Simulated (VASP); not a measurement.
# RuS2 (Pa-3) in VASP: a series of runs

Aim: see how the results for RuS2 move with the level of theory and the settings. Levels: PBE, LDA, PBEsol, r2SCAN. Tasks: single point.

Everything below comes from runs of VASP 6.6.1. Logs are shortened: lines on timing, memory, paths and dates and some standing lists are left out, and cuts for length are marked.

### 1 The cell of the first run

Symmetry: Pa-3, No. 205, cubic system. The conventional cell has a = 5.721 Å, b = 5.721 Å, c = 5.721 Å, α = 90.00°, β = 90.00°, γ = 90.00°. Ru (site symmetry -3) has 6 S at 2.40 Å within 3.2 Å. S (site symmetry 3) has 1 S at 2.21 Å and 3 Ru at 2.40 Å within 2.9 Å.

### 2 Single point, PBE (15.60 Å³/atom)

INCAR reads:

```
SYSTEM = RuS2
PREC = Accurate ; ENCUT = 520
EDIFF = 1E-6 ; ISMEAR = -1
SIGMA = 0.05 ; LREAL = .FALSE.
LASPH = .TRUE. ; NELM = 60
ALGO = Normal ; ISIF = 2
LWAVE = .FALSE. ; LCHARG = .FALSE.
GGA = PE ; NBANDS = 64
```

KPOINTS reads:

```
regular mesh
0
G
  5 5 5
  0 0 0
```

POSCAR reads:

```
RuS2
1.0
    5.7206397015      0.0000000000      0.0000000000
    0.0000000000      5.7206397015      0.0000000000
    0.0000000000      0.0000000000      5.7206397015
Ru S
4 8
Direct
    0.0000000000      0.5000000000      0.5000000000
    0.5000000000      0.5000000000      0.0000000000
    0.5000000000      0.0000000000      0.5000000000
    0.0000000000      0.0000000000      0.0000000000
    0.3883100000      0.1116900000      0.8883100000
    0.1116900000      0.8883100000      0.3883100000
    0.8883100000      0.3883100000      0.1116900000
    0.6116900000      0.6116900000      0.6116900000
    0.6116900000      0.8883100000      0.1116900000
    0.8883100000      0.1116900000      0.6116900000
    0.1116900000      0.6116900000      0.8883100000
    0.3883100000      0.3883100000      0.3883100000
```

Potentials or basis: VASP PAW PBE potentials, release 64 (Ru_pv, S).

On the command line:

```sh
cat potpaw_PBE.64/Ru_pv/POTCAR potpaw_PBE.64/S/POTCAR > POTCAR
mpirun -np 1 vasp_std > vasp.out
```

OUTCAR:

```text
SYSTEM = RuS2
   PREC = Accurate
   ENCUT = 520
   EDIFF = 1E-6
   ISMEAR = -1
   LREAL = .FALSE.
   LASPH = .TRUE.
   NELM = 60
   ISIF = 2
   GGA = PE

 ion  position               nearest neighbor table
   1  0.000  0.500  0.500-   6 2.40   7 2.40   8 2.40  10 2.40  11 2.40  12 2.40
   2  0.500  0.500  0.000-   5 2.40   7 2.40   8 2.40   9 2.40  11 2.40  12 2.40
   3  0.500  0.000  0.500-   5 2.40   6 2.40   8 2.40   9 2.40  10 2.40  12 2.40
   4  0.000  0.000  0.000-   5 2.40   6 2.40   7 2.40   9 2.40  10 2.40  11 2.40
   5  0.388  0.112  0.888-   9 2.21   3 2.40   4 2.40   2 2.40
   6  0.112  0.888  0.388-  10 2.21   3 2.40   4 2.40   1 2.40
   7  0.888  0.388  0.112-  11 2.21   2 2.40   4 2.40   1 2.40
   8  0.612  0.612  0.612-  12 2.21   2 2.40   3 2.40   1 2.40
   9  0.612  0.888  0.112-   5 2.21   3 2.40   4 2.40   2 2.40
  10  0.888  0.112  0.612-   6 2.21   3 2.40   4 2.40   1 2.40
  11  0.112  0.612  0.888-   7 2.21   2 2.40   4 2.40   1 2.40
  12  0.388  0.388  0.388-   8 2.21   2 2.40   3 2.40   1 2.40

  LATTYP: Found a simple cubic cell.
 ALAT       =     5.7206397015

  Lattice vectors:

 A1 = (   5.7206397015,   0.0000000000,   0.0000000000)
 A2 = (   0.0000000000,   5.7206397015,   0.0000000000)
 A3 = (   0.0000000000,   0.0000000000,   5.7206397015)

Analysis of symmetry for initial positions (statically):
=====================================================================
 Subroutine PRICEL returns:
 Original cell was already a primitive cell.

 Routine SETGRP: Setting up the symmetry group for a
 simple cubic supercell.

 Subroutine GETGRP returns: Found 24 space group operations
 (whereof  6 operations were pure point group operations)
 out of a pool of 48 trial point group operations.

The static configuration has the point symmetry S_6 .
 The point group associated with its full space group is T_h .

Analysis of symmetry for dynamics (positions and initial velocities):
=====================================================================
 Subroutine PRICEL returns:
 Original cell was already a primitive cell.

 Routine SETGRP: Setting up the symmetry group for a
 simple cubic supercell.

 Subroutine GETGRP returns: Found 24 space group operations
 (whereof  6 operations were pure point group operations)
 out of a pool of 48 trial point group operations.

The dynamic configuration has the point symmetry S_6 .
 The point group associated with its full space group is T_h .

 Subroutine INISYM returns: Found 24 space group operations
 (whereof  6 operations are pure point group operations),
 and found     1 'primitive' translations

----------------------------------------------------------------------------------------

                                     Primitive cell

  volume of cell :     187.2120

  direct lattice vectors                    reciprocal lattice vectors
     5.720639701  0.000000000  0.000000000     0.174805625  0.000000000  0.000000000
     0.000000000  5.720639701  0.000000000     0.000000000  0.174805625  0.000000000
     0.000000000  0.000000000  5.720639701     0.000000000  0.000000000  0.174805625

  length of vectors
     5.720639701  5.720639701  5.720639701     0.174805625  0.174805625  0.174805625

  position of ions in fractional coordinates (direct lattice)
     0.000000000  0.500000000  0.500000000
     0.500000000  0.500000000  0.000000000
     0.500000000  0.000000000  0.500000000
     0.000000000  0.000000000  0.000000000
     0.388310000  0.111690000  0.888310000
     0.111690000  0.888310000  0.388310000
     0.888310000  0.388310000  0.111690000
     0.611690000  0.611690000  0.611690000
     0.611690000  0.888310000  0.111690000
     0.888310000  0.111690000  0.611690000
     0.111690000  0.611690000  0.888310000
     0.388310000  0.388310000  0.388310000

  ion indices of the primitive-cell ions
   primitive index   ion index
                 1           1
                 2           2
                 3           3
                 4           4
                 5           5
                 6           6
                 7           7
                 8           8
                 9           9
                10          10
                11          11
                12          12

----------------------------------------------------------------------------------------

 KPOINTS: regular mesh

Automatic generation of k-mesh.
 Grid dimensions read from file:
 generate k-points for:    5    5    5

 Generating k-lattice:

  Cartesian coordinates                     Fractional coordinates (reciprocal lattice)
     0.034961125  0.000000000  0.000000000     0.200000000  0.000000000  0.000000000
     0.000000000  0.034961125  0.000000000     0.000000000  0.200000000  0.000000000
     0.000000000  0.000000000  0.034961125     0.000000000  0.000000000  0.200000000

  Length of vectors
     0.034961125  0.034961125  0.034961125

  Shift w.r.t. Gamma in fractional coordinates (k-lattice)
     0.000000000  0.000000000  0.000000000

 Subroutine IBZKPT returns following result:
 ===========================================

 Found     11 irreducible k-points:

 Following reciprocal coordinates:
            Coordinates               Weight
  0.000000  0.000000  0.000000      1.000000
  0.200000  0.000000  0.000000      6.000000
  0.400000  0.000000  0.000000      6.000000
  0.200000  0.200000  0.000000     12.000000
  0.400000  0.200000  0.000000     12.000000
 -0.200000  0.400000  0.000000     12.000000
  0.400000  0.400000  0.000000     12.000000
  0.200000  0.200000  0.200000      8.000000
  0.400000  0.200000  0.200000     24.000000
  0.400000  0.400000  0.200000     24.000000
  0.400000  0.400000  0.400000      8.000000
   k-points           NKPTS =     11   k-points in BZ     NKDIM =     11   number of bands    NBANDS=     64
   number of dos      NEDOS =    301   number of ions     NIONS =     12
   total plane-waves  NPLWV = 110592
   dimension x,y,z NGX =    48 NGY =   48 NGZ =   48
   dimension x,y,z NGXF=    96 NGYF=   96 NGZF=   96
   ions per type =               4   8
   NGX,Y,Z   is equivalent  to a cutoff of  13.95, 13.95, 13.95 a.u.
   NGXF,Y,Z  is equivalent  to a cutoff of  27.90, 27.90, 27.90 a.u.
 SYSTEM =  RuS2
   PREC   = accura    normal or accurate (medium, high low for compatibility)
   ISTART =      0    job   : 0-new  1-cont  2-samecut
   ICHARG =      2    charge: 1-file 2-atom 10-const
   ISPIN  =      1    spin polarized calculation?
   LNONCOLLINEAR =      F non collinear calculations
   LSORBIT =      F    spin-orbit coupling
   LASPH  =      T    aspherical Exc in radial PAW
   ENCUT  =  520.0 eV  38.22 Ry    6.18 a.u.  10.64 10.64 10.64*2*pi/ulx,y,z
   NELM   =     60;   NELMIN=  2; NELMDL= -5     # of ELM steps
   EDIFF  = 0.1E-05   stopping-criterion for ELM
   LREAL  =      F    real-space projection
   EDIFFG = 0.1E-04   stopping-criterion for IOM
   NSW    =      0    number of steps for IOM
   IBRION =     -1    ionic relax: 0-MD 1-quasi-New 2-CG
   NFREE  =      0    steps in history (QN), initial steepest desc. (CG)
   ISIF   =      2    stress and relaxation
   ISYM   =      2    0-nonsym 1-usesym 2-fastsym
   POTIM  = 0.5000    time-step for ionic-motion
   TEBEG  =    0.0;   TEEND  =   0.0 temperature during run
   PSTRESS=    0.0 pullay stress
   NELECT =     104.0000    total number of electrons
   NUPDOWN=      -1.0000    fix difference up-down
   EMIN   =  10.00;   EMAX   =-10.00  energy-range for DOS
   EFERMI =   0.00;   METHOD = LEGACY
   ISMEAR =    -1;   SIGMA  =   0.05  broadening in eV -4-tet -1-fermi 0-gaus
   EFERMI_NEDOS =   21; number of points for ismear=-14 and -15
   IALGO  =     38    algorithm
   IMIX   =      4    mixing-type and parameters
     AMIX     =   0.40;   BMIX     =  1.00
     AMIX_MAG =   1.60;   BMIX_MAG =  1.00
  volume/ion in A,a.u.               =      15.60       105.28
  Fermi-wavevector in a.u.,A,eV,Ry     =   1.345782  2.543159 24.641905  1.811129
  Thomas-Fermi vector in A             =   2.473667
   LORBIT       =      0    0 simple, 1 ext, 2 COOP (PROOUT), +10 PAW based schemes
   GGA     = PE    functional components
   LHFCALC =     F    Hartree Fock is set to
   AEXX    =    0.0000 exact exchange contribution
   IVDW    =     0    specifies the selected vdW correction
   LEPSILON=     F    determine dielectric tensor
   LRPA    =     F    only Hartree local field effects (RPA)
 non-spin polarized calculation
  energy-cutoff  :      520.00
  volume of cell :      187.21
 maximum number of plane-waves:      5057
 NGX is ok and might be reduce to    48
   NGX = 21   NGY = 21   NGZ = 21

 number of electron     104.0000016 magnetization

 Free energy of the ion-electron system (eV)
  ---------------------------------------------------
  ext. energy  EPLUGINS =         0.00000000
  ---------------------------------------------------
  free energy    TOTEN  =       -76.44938801 eV

  energy without entropy =      -76.44934197  energy(sigma->0) =      -76.44936499

 E-fermi :   8.6650     XC(G=0): -11.6428

 val. band max:        8.1975060755   @ k =   0.4000   0.0000   0.0000
 cond. band min:       8.9541389554   @ k =   0.0000   0.0000   0.0000
 fundamental gap:      0.7566328799
 Fermi energy:         8.6650243008

 k-point     1 :       0.0000    0.0000    0.0000
  band No.  band energies     occupation
      1     -33.7319      2.00000
      2     -33.7319      2.00000
      3     -33.7319      2.00000
      4     -33.7248      2.00000
      5     -33.7248      2.00000
      6     -33.7224      2.00000
[... 56 lines left out ...]
     63      12.9067      0.00000
     64      12.9067      0.00000

 k-point     2 :       0.2000    0.0000    0.0000
  band No.  band energies     occupation
      1     -33.7313      2.00000
      2     -33.7313      2.00000
      3     -33.7313      2.00000
      4     -33.7255      2.00000
      5     -33.7246      2.00000
      6     -33.7231      2.00000
[... 56 lines left out ...]
     63      12.4928      0.00000
     64      12.7274      0.00000

 k-point     3 :       0.4000    0.0000    0.0000
  band No.  band energies     occupation
      1     -33.7299      2.00000
      2     -33.7298      2.00000
      3     -33.7295      2.00000
      4     -33.7273      2.00000
      5     -33.7245      2.00000
      6     -33.7245      2.00000
[... 525 lines left out ...]
     63      11.6252      0.00000
     64      11.7574      0.00000

 k-point    11 :       0.4000    0.4000    0.4000
  band No.  band energies     occupation
      1     -33.7315      2.00000
      2     -33.7310      2.00000
      3     -33.7310      2.00000
      4     -33.7306      2.00000
      5     -33.7227      2.00000
      6     -33.7227      2.00000
[... 56 lines left out ...]
     63      11.7103      0.00000
     64      11.7103      0.00000

------------------------ aborting loop because EDIFF is reached ----------------------------------------

  FORCE on cell =-STRESS in cart. coord.  units (eV):
  Direction    XX          YY          ZZ          XY          YZ          ZX
  --------------------------------------------------------------------------------------
  -------------------------------------------------------------------------------------
  Total       -7.2140913     -7.2140913     -7.2140913      0.0000000     -0.0000000      0.0000000
  in kB      -61.7388351    -61.7388351    -61.7388351      0.0000000     -0.0000000      0.0000000
  external PRESSURE =     -61.7388351 kB  Pullay stress =       0.0000000 kB

 VOLUME and BASIS-vectors are now :
 -----------------------------------------------------------------------------
  energy-cutoff  :      520.00
  volume of cell :      187.21
      direct lattice vectors                 reciprocal lattice vectors
     5.720639701  0.000000000  0.000000000     0.174805625  0.000000000  0.000000000
     0.000000000  5.720639701  0.000000000     0.000000000  0.174805625  0.000000000
     0.000000000  0.000000000  5.720639701     0.000000000  0.000000000  0.174805625

 POSITION                                       TOTAL-FORCE (eV/Angst)
 -----------------------------------------------------------------------------------
      0.00000      2.86032      2.86032        -0.000000      0.000000      0.000000
      2.86032      2.86032      0.00000        -0.000000      0.000000      0.000000
      2.86032      0.00000      2.86032        -0.000000      0.000000      0.000000
      0.00000      0.00000      0.00000        -0.000000      0.000000      0.000000
      2.22138      0.63894      5.08170        -0.107159      0.107159     -0.107159
      0.63894      5.08170      2.22138         0.107159     -0.107159     -0.107159
      5.08170      2.22138      0.63894        -0.107159     -0.107159      0.107159
      3.49926      3.49926      3.49926         0.107159      0.107159      0.107159
      3.49926      5.08170      0.63894         0.107159     -0.107159      0.107159
      5.08170      0.63894      3.49926        -0.107159      0.107159      0.107159
      0.63894      3.49926      5.08170         0.107159      0.107159     -0.107159
      2.22138      2.22138      2.22138        -0.107159     -0.107159     -0.107159
 -----------------------------------------------------------------------------------
    total drift:                                0.000000      0.000000      0.000000

  FREE ENERGIE OF THE ION-ELECTRON SYSTEM (eV)
  ---------------------------------------------------
  free  energy   TOTEN  =       -76.4493880117 eV

  energy  without entropy=      -76.4493419680  energy(sigma->0) =      -76.44936499
```

It took 2.9 min on 1 thread of Intel Xeon Platinum 8488C (Sapphire Rapids), shared host; peak memory 0.36 GiB.

Results:

| Item | Value |
| --- | --- |
| Free energy | -76.4494 eV |
| Pressure | -6.2 GPa |
| Largest force | 0.186 eV/Å |
| Band gap on the k mesh | 0.76 eV (least direct gap 0.94 eV) |

Forces in eV/Å, atoms in the order of the input:
```
Ru   0.000  0.000  0.000
Ru   0.000  0.000  0.000
Ru   0.000  0.000  0.000
Ru   0.000  0.000  0.000
S   -0.107  0.107 -0.107
S    0.107 -0.107 -0.107
S   -0.107 -0.107  0.107
S    0.107  0.107  0.107
S    0.107 -0.107  0.107
S   -0.107  0.107  0.107
S    0.107  0.107 -0.107
S   -0.107 -0.107 -0.107
```

Levels at points of the mesh, in eV from the valence-band top:
| k point | band 49 | band 50 | band 51 | band 52 | band 53 | band 54 | band 55 | band 56 |
| --- | --- | --- | --- | --- | --- | --- | --- | --- |
| (0.00, 0.00, 0.00) | -0.48 | -0.48 | -0.48 | -0.19 | 0.76 | 2.30 | 2.30 | 2.30 |

Caveat: the cell stands under tension; an odd mesh through Γ misses points on the zone boundary, where band edges can lie.

### 3 Single point, LDA

This run uses another cell than the first one, of 14.72 Å³/atom.

INCAR reads:

```
SYSTEM = RuS2
PREC = Accurate ; ENCUT = 520
EDIFF = 1E-7 ; ISMEAR = 0
SIGMA = 0.01 ; LREAL = .FALSE.
LASPH = .TRUE. ; NELM = 100
ALGO = Normal ; ISIF = 2
LWAVE = .FALSE. ; LCHARG = .TRUE.
GGA = CA ; LELF = .TRUE.
LVHAR = .TRUE. ; NBANDS = 64
```

KPOINTS reads:

```
regular mesh
0
G
  4 4 4
  0 0 0
```

Edit POSCAR of step 2 so:

```diff
@@ -2,5 +2,5 @@
 1.0
-    5.7206397015      0.0000000000      0.0000000000
-    0.0000000000      5.7206397015      0.0000000000
-    0.0000000000      0.0000000000      5.7206397015
+    5.6106000000      0.0000000000      0.0000000000
+    0.0000000000      5.6106000000      0.0000000000
+    0.0000000000      0.0000000000      5.6106000000
 Ru S
```

Potentials or basis: VASP PAW LDA potentials, release 64 (Ru_pv, S).

On the command line:

```sh
cat potpaw_LDA.64/Ru_pv/POTCAR potpaw_LDA.64/S/POTCAR > POTCAR
mpirun -np 1 vasp_std > vasp.out
```

Run time: 2.3 min. Hardware: 1 thread of Intel Xeon Platinum 8488C (Sapphire Rapids), shared host; peak memory 0.25 GiB.

Results (log left out):

| Property | Result |
| --- | --- |
| Free energy | -89.1002 eV |
| Pressure | -6.3 GPa |
| Largest force | 0.310 eV/Å |
| Band gap on the k mesh | 0.71 eV (least direct gap 0.92 eV) |

Forces on the atoms (eV/Å):
```
Ru   0.000  0.000  0.000
Ru   0.000  0.000  0.000
Ru   0.000  0.000  0.000
Ru   0.000  0.000  0.000
S   -0.179  0.179 -0.179
S    0.179 -0.179 -0.179
S   -0.179 -0.179  0.179
S    0.179  0.179  0.179
S    0.179 -0.179  0.179
S   -0.179  0.179  0.179
S    0.179  0.179 -0.179
S   -0.179 -0.179 -0.179
```

Levels at points of the mesh, in eV from the valence-band top:
```tsv
k point	band 49	band 50	band 51	band 52	band 53	band 54	band 55	band 56
(0.00, 0.00, 0.00)	-0.53	-0.53	-0.53	-0.21	0.71	2.59	2.59	2.59
(0.50, 0.00, 0.00)	-0.28	-0.28	0.00	0.00	2.05	2.05	2.33	2.33
(0.50, 0.50, 0.00)	-0.07	-0.07	-0.07	-0.07	2.44	2.44	2.44	2.44
(0.50, 0.50, 0.50)	-0.68	-0.68	-0.68	-0.68	2.23	2.23	2.23	2.23
```

Caveat: the cell stands under tension.

### 4 Single point, PBEsol

This run uses another cell than the first one, of 14.72 Å³/atom.

INCAR reads:

```
SYSTEM = RuS2
ALGO = Normal
EDIFF = 1E-7
ENCUT = 520
GGA = PS
ISIF = 2
ISMEAR = 0
LASPH = .True.
LCHARG = .False.
LREAL = .False.
LWAVE = .False.
NBANDS = 64
NELM = 80
PREC = Accurate
SIGMA = 0.01
```

KPOINTS reads:

```
k-points
0
Gamma
  4 4 4
  0 0 0
```

POSCAR is that of step 3.

Potentials or basis: VASP PAW PBE potentials, release 64 (Ru_pv, S).

On the command line:

```sh
cat potpaw_PBE.64/Ru_pv/POTCAR potpaw_PBE.64/S/POTCAR > POTCAR
mpirun -np 1 vasp_std > vasp.out
```

Wall time 2.5 min (1 thread of Intel Xeon Platinum 8488C (Sapphire Rapids), shared host); peak memory 0.29 GiB.

It converged, with:

```yaml
Free_energy: -84.0316 eV
Pressure: -3.1 GPa
Largest_force: 0.301 eV/Å
Band_gap_on_the_k_mesh: 0.72 eV (least direct gap 0.93 eV)
```

Forces on the atoms (eV/Å):
```
Ru   0.000  0.000  0.000
Ru   0.000  0.000  0.000
Ru   0.000  0.000  0.000
Ru   0.000  0.000  0.000
S   -0.174  0.174 -0.174
S    0.174 -0.174 -0.174
S   -0.174 -0.174  0.174
S    0.174  0.174  0.174
S    0.174 -0.174  0.174
S   -0.174  0.174  0.174
S    0.174  0.174 -0.174
S   -0.174 -0.174 -0.174
```

Levels at points of the mesh, in eV from the valence-band top:
| k point | band 49 | band 50 | band 51 | band 52 | band 53 | band 54 | band 55 | band 56 |
| --- | --- | --- | --- | --- | --- | --- | --- | --- |
| (0.00, 0.00, 0.00) | -0.53 | -0.53 | -0.53 | -0.21 | 0.72 | 2.61 | 2.61 | 2.61 |
| (0.50, 0.00, 0.00) | -0.28 | -0.28 | 0.00 | 0.00 | 2.07 | 2.07 | 2.34 | 2.34 |
| (0.50, 0.50, 0.00) | -0.07 | -0.07 | -0.07 | -0.07 | 2.45 | 2.45 | 2.45 | 2.45 |
| (0.50, 0.50, 0.50) | -0.68 | -0.68 | -0.68 | -0.68 | 2.26 | 2.26 | 2.26 | 2.26 |

Caveat: the cell stands under tension; the PAW data sets were made with another functional, which shifts forces and pressure a little.

(Continued in part 2 of 2.)
